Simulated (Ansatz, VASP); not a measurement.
**One calculation of B, two programs**

```
B
1.0
     1.70243    0.00000    0.00000
    -0.85122    1.47435    0.00000
     0.00000    0.00000    3.64754
B
1
Direct
  0.00000 0.00000 0.00000
```

Alike in both runs: task single point; functional PBEsol; k mesh 23 × 23 × 10; no spin polarisation.

|  | VASP | Ansatz |
| --- | --- | --- |
| version | VASP 6.6.1 | Ansatz 0.2.0 |
| potentials or method | VASP PAW PBE potentials, release 64 (B), cutoff 500 eV | plane waves, PAW |
| occupations | methfessel-paxton of order 1, width 0.1 eV | cold |
| valence electrons in the cell | 3 | 3 |

|  | VASP | Ansatz | Ansatz less VASP |
| --- | --- | --- | --- |
| pressure (GPa) | 1.4 | 1.1 | -0.25 |
| traceless stress, the component that is largest in VASP (GPa) | -2.30 | -1.96 | +0.341 |

VASP's potentials were made for PBE, not for PBEsol. Ansatz's warnings: structure snapped to symmetry.
